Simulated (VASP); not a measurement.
# La (P6_3/mmc) in VASP: notebook

The runs below take La through single point, with LDA.

Program: VASP 6.6.1. These are calculated values, not measurements. Logs are shortened: lines on timing, memory, paths and dates and some standing lists are left out, and cuts for length are marked.

## 1. The cell of the first run

It takes space group P6_3/mmc (No. 194, hexagonal). The conventional cell has a = 3.449 Å, b = 3.449 Å, c = 11.071 Å, α = 90.00°, β = 90.00°, γ = 120.00°. Within 4.5 Å of La (site symmetry -3m) lie 12 La at 3.41 to 3.45 Å. La (site symmetry -6m2) has 12 La at 3.41 to 3.45 Å within 4.5 Å.

## 2. Single point, LDA (28.52 Å³/atom)

Contents of INCAR:

```
SYSTEM = La
PREC = Accurate
ENCUT = 520
EDIFF = 1E-6
ISMEAR = -1
SIGMA = 0.1
LREAL = .False.
LASPH = .True.
NELM = 100
ALGO = Normal
ISIF = 2
LWAVE = .False.
LCHARG = .False.
GGA = CA
NBANDS = 30
```

Contents of KPOINTS:

```
Automatic mesh
0
Gamma
  13 13 4
  0 0 0
```

Contents of POSCAR:

```
La
1.0
    3.4494609805      0.0000000000      0.0000000000
   -1.7247304902      2.9873208384      0.0000000000
    0.0000000000      0.0000000000     11.0705152433
La
4
Direct
    0.0000000000      0.0000000000      1.0000000000
    0.0000000000      0.0000000000      0.5000000000
    0.3333333333      0.6666666667      0.7500000000
    0.6666666667      0.3333333333      0.2500000000
```

Potentials or basis: VASP PAW LDA potentials, release 64 (La).

Started as:

```
> cat potpaw_LDA.64/La/POTCAR > POTCAR
> mpirun -np 1 vasp_std > vasp.out
```

OUTCAR:

```text
SYSTEM = La
   PREC = Accurate
   ENCUT = 520
   EDIFF = 1E-6
   ISMEAR = -1
   LREAL = .False.
   LASPH = .True.
   NELM = 100
   ISIF = 2
   GGA = CA

 ion  position               nearest neighbor table
   1  0.000  0.000  0.000-   3 3.41   4 3.41   3 3.41   4 3.41   4 3.41   3 3.41
   2  0.000  0.000  0.500-   3 3.41   4 3.41   3 3.41   4 3.41   4 3.41   3 3.41
   3  0.333  0.667  0.750-   1 3.41   2 3.41   1 3.41   2 3.41   1 3.41   2 3.41
   4  0.667  0.333  0.250-   1 3.41   2 3.41   1 3.41   2 3.41   1 3.41   2 3.41

  LATTYP: Found a hexagonal cell.
 ALAT       =     3.4494609805
 C/A-ratio  =     3.2093464184

  Lattice vectors:

 A1 = (   3.4494609805,   0.0000000000,   0.0000000000)
 A2 = (  -1.7247304902,   2.9873208384,   0.0000000000)
 A3 = (   0.0000000000,   0.0000000000,  11.0705152433)

Analysis of symmetry for initial positions (statically):
=====================================================================
 Subroutine PRICEL returns:
 Original cell was already a primitive cell.

 Routine SETGRP: Setting up the symmetry group for a
 hexagonal supercell.

 Subroutine GETGRP returns: Found 24 space group operations
 (whereof 12 operations were pure point group operations)
 out of a pool of 24 trial point group operations.

The static configuration has the point symmetry D_3d.
 The point group associated with its full space group is D_6h.

Analysis of symmetry for dynamics (positions and initial velocities):
=====================================================================
 Subroutine PRICEL returns:
 Original cell was already a primitive cell.

 Routine SETGRP: Setting up the symmetry group for a
 hexagonal supercell.

 Subroutine GETGRP returns: Found 24 space group operations
 (whereof 12 operations were pure point group operations)
 out of a pool of 24 trial point group operations.

The dynamic configuration has the point symmetry D_3d.
 The point group associated with its full space group is D_6h.

 Subroutine INISYM returns: Found 24 space group operations
 (whereof 12 operations are pure point group operations),
 and found     1 'primitive' translations

----------------------------------------------------------------------------------------

                                     Primitive cell

  volume of cell :     114.0777

  direct lattice vectors                    reciprocal lattice vectors
     3.449460981  0.000000000  0.000000000     0.289900366  0.167374054  0.000000000
    -1.724730490  2.987320838  0.000000000     0.000000000  0.334748108  0.000000000
     0.000000000  0.000000000 11.070515243     0.000000000  0.000000000  0.090330032

  length of vectors
     3.449460981  3.449460980 11.070515243     0.334748108  0.334748108  0.090330032

  position of ions in fractional coordinates (direct lattice)
     0.000000000  0.000000000  0.000000000
     0.000000000  0.000000000  0.500000000
     0.333333333  0.666666667  0.750000000
     0.666666667  0.333333333  0.250000000

  ion indices of the primitive-cell ions
   primitive index   ion index
                 1           1
                 2           2
                 3           3
                 4           4

----------------------------------------------------------------------------------------

 KPOINTS: Automatic mesh

Automatic generation of k-mesh.
 Grid dimensions read from file:
 generate k-points for:   13   13    4

 Generating k-lattice:

  Cartesian coordinates                     Fractional coordinates (reciprocal lattice)
     0.022300028  0.012874927  0.000000000     0.076923077 -0.000000000  0.000000000
     0.000000000  0.025749854  0.000000000     0.000000000  0.076923077  0.000000000
     0.000000000  0.000000000  0.022582508     0.000000000  0.000000000  0.250000000

  Length of vectors
     0.025749854  0.025749854  0.022582508

  Shift w.r.t. Gamma in fractional coordinates (k-lattice)
     0.000000000  0.000000000  0.000000000

 Subroutine IBZKPT returns following result:
 ===========================================

 Found     63 irreducible k-points:

 Following reciprocal coordinates:
            Coordinates               Weight
  0.000000  0.000000  0.000000      1.000000
  0.076923 -0.000000  0.000000      6.000000
  0.153846  0.000000  0.000000      6.000000
  0.230769 -0.000000  0.000000      6.000000
  0.307692  0.000000  0.000000      6.000000
  0.384615  0.000000  0.000000      6.000000
[... 16 lines left out ...]
  0.076923 -0.000000  0.250000     12.000000
  0.153846  0.000000  0.250000     12.000000
 [... further k-points ...]
   k-points           NKPTS =     63   k-points in BZ     NKDIM =     63   number of bands    NBANDS=     30
   number of dos      NEDOS =    301   number of ions     NIONS =      4
   total plane-waves  NPLWV =  65856
   dimension x,y,z NGX =    28 NGY =   28 NGZ =   84
   dimension x,y,z NGXF=    56 NGYF=   56 NGZF=  168
   ions per type =               4
   NGX,Y,Z   is equivalent  to a cutoff of  13.49, 13.49, 12.61 a.u.
   NGXF,Y,Z  is equivalent  to a cutoff of  26.99, 26.99, 25.23 a.u.
 SYSTEM =  La
   PREC   = accura    normal or accurate (medium, high low for compatibility)
   ISTART =      0    job   : 0-new  1-cont  2-samecut
   ICHARG =      2    charge: 1-file 2-atom 10-const
   ISPIN  =      1    spin polarized calculation?
   LNONCOLLINEAR =      F non collinear calculations
   LSORBIT =      F    spin-orbit coupling
   LASPH  =      T    aspherical Exc in radial PAW
   ENCUT  =  520.0 eV  38.22 Ry    6.18 a.u.   6.41  6.41 20.58*2*pi/ulx,y,z
   NELM   =    100;   NELMIN=  2; NELMDL= -5     # of ELM steps
   EDIFF  = 0.1E-05   stopping-criterion for ELM
   LREAL  =      F    real-space projection
   EDIFFG = 0.1E-04   stopping-criterion for IOM
   NSW    =      0    number of steps for IOM
   IBRION =     -1    ionic relax: 0-MD 1-quasi-New 2-CG
   NFREE  =      0    steps in history (QN), initial steepest desc. (CG)
   ISIF   =      2    stress and relaxation
   ISYM   =      2    0-nonsym 1-usesym 2-fastsym
   POTIM  = 0.5000    time-step for ionic-motion
   TEBEG  =    0.0;   TEEND  =   0.0 temperature during run
   PSTRESS=    0.0 pullay stress
   NELECT =      44.0000    total number of electrons
   NUPDOWN=      -1.0000    fix difference up-down
   EMIN   =  10.00;   EMAX   =-10.00  energy-range for DOS
   EFERMI =   0.00;   METHOD = LEGACY
   ISMEAR =    -1;   SIGMA  =   0.10  broadening in eV -4-tet -1-fermi 0-gaus
   EFERMI_NEDOS =   21; number of points for ismear=-14 and -15
   IALGO  =     38    algorithm
   IMIX   =      4    mixing-type and parameters
     AMIX     =   0.40;   BMIX     =  1.00
     AMIX_MAG =   1.60;   BMIX_MAG =  1.00
  volume/ion in A,a.u.               =      28.52       192.46
  Fermi-wavevector in a.u.,A,eV,Ry     =   1.191678  2.251944 19.321569  1.420095
  Thomas-Fermi vector in A             =   2.327734
   LORBIT       =      0    0 simple, 1 ext, 2 COOP (PROOUT), +10 PAW based schemes
   GGA     = CA    functional components
   LHFCALC =     F    Hartree Fock is set to
   AEXX    =    0.0000 exact exchange contribution
   IVDW    =     0    specifies the selected vdW correction
   LEPSILON=     F    determine dielectric tensor
   LRPA    =     F    only Hartree local field effects (RPA)
 non-spin polarized calculation
  energy-cutoff  :      520.00
  volume of cell :      114.08
 maximum number of plane-waves:      3106
 NGX is ok and might be reduce to    28
   NGX = 13   NGY = 13   NGZ = 41

 number of electron      43.9999998 magnetization

 Free energy of the ion-electron system (eV)
  ---------------------------------------------------
  ext. energy  EPLUGINS =         0.00000000
  ---------------------------------------------------
  free energy    TOTEN  =       -22.24855309 eV

  energy without entropy =      -22.07986334  energy(sigma->0) =      -22.16420822

 E-fermi :  10.5434     XC(G=0): -10.8855

 val. band max:       10.5266876588   @ k =   0.1538   0.0000   0.2500
 cond. band min:      10.5500772959   @ k =   0.0769   0.0769   0.5000
 fundamental gap:      0.0233896371
 Fermi energy:        10.5434355004

 k-point     1 :       0.0000    0.0000    0.0000
  band No.  band energies     occupation
      1     -22.0978      2.00000
      2     -21.8271      2.00000
      3     -21.8244      2.00000
      4     -21.5293      2.00000
      5      -7.1732      2.00000
      6      -5.8396      2.00000
[... 22 lines left out ...]
     29      12.0539      0.00000
     30      12.1328      0.00000

 k-point     2 :       0.0769   -0.0000    0.0000
  band No.  band energies     occupation
      1     -22.0732      2.00000
      2     -21.8083      2.00000
      3     -21.8056      2.00000
      4     -21.5175      2.00000
      5      -7.1262      2.00000
      6      -5.8543      2.00000
[... 22 lines left out ...]
     29      12.1961      0.00000
     30      12.3525      0.00000

 k-point     3 :       0.1538    0.0000    0.0000
  band No.  band energies     occupation
      1     -22.0030      2.00000
      2     -21.7556      2.00000
      3     -21.7528      2.00000
      4     -21.4858      2.00000
      5      -6.9895      2.00000
      6      -5.9350      2.00000
[... 22 lines left out ...]
     29      12.2807      0.00000
     30      12.3272      0.00000

 k-point     4 :       0.2308   -0.0000    0.0000
  band No.  band energies     occupation
      1     -21.8983      2.00000
      2     -21.6798      2.00000
      3     -21.6769      2.00000
      4     -21.4439      2.00000
      5      -6.7802      2.00000
      6      -6.1679      2.00000
[... 22 lines left out ...]
     29      12.1097      0.00000
     30      12.4188      0.00000

 k-point     5 :       0.3077    0.0000    0.0000
  band No.  band energies     occupation
      1     -21.7766      2.00000
      2     -21.5973      2.00000
      3     -21.5943      2.00000
      4     -21.4061      2.00000
      5      -6.6144      2.00000
      6      -6.5331      2.00000
[... 22 lines left out ...]
     29      12.3034      0.00000
     30      12.4934      0.00000
[... 526 lines left out ...]
     29      12.2374      0.00000
     30      12.4484      0.00000

 k-point    22 :       0.0000    0.0000    0.2500
  band No.  band energies     occupation
      1     -22.0779      2.00000
      2     -21.9325      2.00000
      3     -21.7154      2.00000
      4     -21.5528      2.00000
      5      -7.0777      2.00000
      6      -6.3726      2.00000
[... 22 lines left out ...]
     29      12.1314      0.00000
     30      12.1843      0.00000

 k-point    23 :       0.0769   -0.0000    0.2500
  band No.  band energies     occupation
      1     -22.0537      2.00000
      2     -21.9113      2.00000
      3     -21.6992      2.00000
      4     -21.5405      2.00000
      5      -7.0346      2.00000
      6      -6.3604      2.00000
[... 22 lines left out ...]
     29      12.1828      0.00000
     30      12.2726      0.00000

 k-point    24 :       0.1538    0.0000    0.2500
  band No.  band energies     occupation
      1     -21.9847      2.00000
      2     -21.8516      2.00000
      3     -21.6540      2.00000
      4     -21.5070      2.00000
      5      -6.9112      2.00000
      6      -6.3436      2.00000
[... 22 lines left out ...]
     29      12.2365      0.00000
     30      12.3222      0.00000

 [... further k-points ...]
[... 5 lines left out ...]
  --------------------------------------------------------------------------------------
  -------------------------------------------------------------------------------------
  Total        2.9247435      2.9247435      3.1737512      0.0000000      0.0000000     -0.0000000
  in kB       41.0768775     41.0768775     44.5740937      0.0000000      0.0000000     -0.0000000
  external PRESSURE =      42.2426162 kB  Pullay stress =       0.0000000 kB

 VOLUME and BASIS-vectors are now :
 -----------------------------------------------------------------------------
  energy-cutoff  :      520.00
  volume of cell :      114.08
      direct lattice vectors                 reciprocal lattice vectors
     3.449460981  0.000000000  0.000000000     0.289900366  0.167374054  0.000000000
    -1.724730490  2.987320838  0.000000000     0.000000000  0.334748108  0.000000000
     0.000000000  0.000000000 11.070515243     0.000000000  0.000000000  0.090330032

 POSITION                                       TOTAL-FORCE (eV/Angst)
 -----------------------------------------------------------------------------------
      0.00000      0.00000      0.00000        -0.000000     -0.000000      0.000000
      0.00000      0.00000      5.53526         0.000000     -0.000000      0.000000
     -0.00000      1.99155      8.30289        -0.000000      0.000000      0.000000
      1.72473      0.99577      2.76763         0.000000      0.000000     -0.000000
 -----------------------------------------------------------------------------------
    total drift:                               -0.000000      0.000000      0.000000

  FREE ENERGIE OF THE ION-ELECTRON SYSTEM (eV)
  ---------------------------------------------------
  free  energy   TOTEN  =       -22.2485530913 eV

  energy  without entropy=      -22.0798633400  energy(sigma->0) =      -22.16420822
```

Run time: 2.2 min. Hardware: 1 thread of Intel Xeon 6975P-C (Granite Rapids), shared host; peak memory 0.33 GiB.

Results:

- Free energy: -22.2486 eV
- Pressure: 4.2 GPa
- Band gap on the k mesh: zero (bands 22 and 23 overlap by 1.24 eV)

Levels at points of the mesh, in eV from the Fermi level:
| k point | band 18 | band 19 | band 20 | band 21 | band 22 | band 23 | band 24 | band 25 | band 26 | band 27 |
| --- | --- | --- | --- | --- | --- | --- | --- | --- | --- | --- |
| (0.00, 0.00, 0.00) | -2.11 | -1.58 | -1.53 | 0.79 | 1.04 | 1.23 | 1.26 | 1.26 | 1.27 | 1.38 |
| (0.00, 0.00, 0.50) | -2.15 | -1.91 | -1.91 | 0.66 | 0.66 | 1.35 | 1.35 | 1.35 | 1.36 | 1.37 |

Caveat: the cell stands under pressure; spin-orbit coupling is left out, which moves the levels of the heavy elements.

## 3. Single point, LDA (29.82 Å³/atom)

This run uses another cell than the first one, of 29.82 Å³/atom.

Contents of INCAR:

```
  ALGO = Normal
  EDIFF = 1E-6
  ENCUT = 520
  GGA = CA
  ISIF = 2
  ISMEAR = -1
  LASPH = T
  LCHARG = F
  LREAL = F
  LWAVE = F
  NBANDS = 30
  NELM = 80
  PREC = Accurate
  SIGMA = 0.1
```

Contents of KPOINTS:

```
k-points
0
Gamma
  13 13 4
```

Contents of POSCAR:

```
La
1.0
    3.5009530642      0.0000000000      0.0000000000
   -1.7504765321      3.0319142910      0.0000000000
    0.0000000000      0.0000000000     11.2357711778
La
4
Direct
    0.0000000000      0.0000000000      1.0000000000
    0.0000000000      0.0000000000      0.5000000000
    0.3333333333      0.6666666667      0.7500000000
    0.6666666667      0.3333333333      0.2500000000
```

Potentials or basis: VASP PAW LDA potentials, release 64 (La).

Started as:

```
> cat potpaw_LDA.64/La/POTCAR > POTCAR
> mpirun -np 1 vasp_std > vasp.out
```

It took 2.2 min on 1 thread of Intel Xeon 6975P-C (Granite Rapids), shared host; peak memory 0.33 GiB.

Results (log left out):

```yaml
Free_energy: -22.3570 eV
Pressure: 2.5 GPa
Band_gap_on_the_k_mesh: zero (bands 22 and 23 overlap by 1.16 eV)
```

Stress tensor (GPa, compression positive):
```
2.38 0.00 0.00
0.00 2.38 0.00
0.00 0.00 2.69
```

Levels at points of the mesh, in eV from the Fermi level:
```csv
k point,band 19,band 20,band 21,band 22,band 23,band 24,band 25,band 26
"(0.00, 0.00, 0.00)",-1.63,-1.59,0.72,0.93,1.24,1.26,1.26,1.27
"(0.00, 0.00, 0.50)",-1.87,-1.87,0.68,0.68,1.34,1.34,1.35,1.36
```

Caveat: spin-orbit coupling is left out, which moves the levels of the heavy elements.

## 4. Single point, LDA (31.11 Å³/atom)

This run uses another cell than the first one, of 31.11 Å³/atom.

Contents of INCAR:

```
SYSTEM = La
  ALGO = Normal
  EDIFF = 1E-6
  ENCUT = 520
  GGA = CA
  ISIF = 2
  ISMEAR = -1
  LASPH = .TRUE.
  LCHARG = .TRUE.
  LELF = .TRUE.
  LREAL = .FALSE.
  LVHAR = .TRUE.
  LWAVE = .FALSE.
  NBANDS = 30
  NELM = 100
  PREC = Accurate
  SIGMA = 0.1
```

Contents of KPOINTS:

```
k-points
0
G
  13 13 4
  0 0 0
```

Contents of POSCAR:

```
La
1.0
    3.5509734374      0.0000000000      0.0000000000
   -1.7754867187      3.0752332050      0.0000000000
    0.0000000000      0.0000000000     11.3963038834
La
4
Direct
    0.0000000000      0.0000000000      1.0000000000
    0.0000000000      0.0000000000      0.5000000000
    0.3333333333      0.6666666667      0.7500000000
    0.6666666667      0.3333333333      0.2500000000
```

Started as:

```
> cat potpaw_LDA.64/La/POTCAR > POTCAR
> mpirun -np 1 vasp_std > vasp.out
```

Run time: 2.8 min. Hardware: 1 thread of Intel Xeon 6975P-C (Granite Rapids), shared host; peak memory 0.35 GiB.

The run converged. Its results:

```
Free energy            : -22.4144 eV
Pressure               : 1.0 GPa
Band gap on the k mesh : zero (bands 22 and 23 overlap by 1.17 eV)
```

Stress tensor (GPa, compression positive):
```
0.96 0.00 0.00
0.00 0.96 0.00
0.00 0.00 1.21
```

Levels at points of the mesh, in eV from the Fermi level:
```csv
k point,band 20,band 21,band 22,band 23,band 24,band 25
"(0.00, 0.00, 0.00)",-1.65,0.66,0.84,1.24,1.26,1.26
"(0.00, 0.00, 0.50)",-1.83,0.70,0.70,1.34,1.34,1.34
```

Caveat: spin-orbit coupling is left out, which moves the levels of the heavy elements.

## 5. Single point, LDA

This run uses another cell than the first one, of 32.41 Å³/atom.

Contents of INCAR:

```
PREC = Accurate
ENCUT = 520
EDIFF = 1E-7
ISMEAR = -1
SIGMA = 0.1
LREAL = F
LASPH = T
NELM = 60
ALGO = Normal
ISIF = 2
LWAVE = F
LCHARG = F
NBANDS = 30
```

Contents of KPOINTS:

```
Automatic mesh
0
Gamma
  13 13 4
```

Contents of POSCAR:

```
La
1.0
    3.5996229545      0.0000000000      0.0000000000
   -1.7998114772      3.1173649227      0.0000000000
    0.0000000000      0.0000000000     11.5524370370
La
4
Direct
    0.0000000000      0.0000000000      1.0000000000
    0.0000000000      0.0000000000      0.5000000000
    0.3333333333      0.6666666667      0.7500000000
    0.6666666667      0.3333333333      0.2500000000
```

Started as:

```
> cat potpaw_LDA.64/La/POTCAR > POTCAR
> mpirun -np 1 vasp_std > vasp.out
```

Run time: 3.1 min. Hardware: 1 thread of Intel Xeon 6975P-C (Granite Rapids), shared host; peak memory 0.35 GiB.

The run converged. Its results:

```yaml
Free_energy: -22.4287 eV
Pressure: -0.2 GPa
Band_gap_on_the_k_mesh: zero (bands 22 and 23 overlap by 1.19 eV)
```

Stress tensor (GPa, compression positive):
```
-0.24  0.00  0.00
 0.00 -0.24  0.00
 0.00  0.00 -0.05
```

Levels at points of the mesh, in eV from the Fermi level:
| k point | band 18 | band 19 | band 20 | band 21 | band 22 | band 23 | band 24 | band 25 | band 26 | band 27 |
| --- | --- | --- | --- | --- | --- | --- | --- | --- | --- | --- |
| (0.00, 0.00, 0.00) | -1.94 | -1.73 | -1.70 | 0.60 | 0.77 | 1.23 | 1.24 | 1.25 | 1.26 | 1.35 |
| (0.00, 0.00, 0.50) | -2.52 | -1.80 | -1.80 | 0.72 | 0.72 | 1.31 | 1.31 | 1.33 | 1.33 | 1.33 |

Caveat: spin-orbit coupling is left out, which moves the levels of the heavy elements.

## 6. Summary

| cell | gap on the mesh (eV) | pressure (GPa) |
| --- | --- | --- |
| a = 3.449, b = 3.449, c = 11.071 Å, angles 90.0, 90.0, 120.0°, 4 atoms | none | 4.2 |
| a = 3.501, b = 3.501, c = 11.236 Å, angles 90.0, 90.0, 120.0°, 4 atoms | none | 2.5 |
| a = 3.551, b = 3.551, c = 11.396 Å, angles 90.0, 90.0, 120.0°, 4 atoms | none | 1.0 |
| a = 3.600, b = 3.600, c = 11.552 Å, angles 90.0, 90.0, 120.0°, 4 atoms | none | -0.2 |

Alike in all rows: task single point; level LDA; potentials or basis VASP PAW LDA potentials, release 64 (La); no spin polarisation; k mesh 13 × 13 × 4; cutoff (eV) 520; smearing fermi-dirac 0.1 eV.

Caveats: spin-orbit coupling is left out, which moves the levels of the heavy elements; the cell stands under pressure (at least some runs).

Total energies depend on the potentials used, so only differences within one code and one set of settings carry meaning.
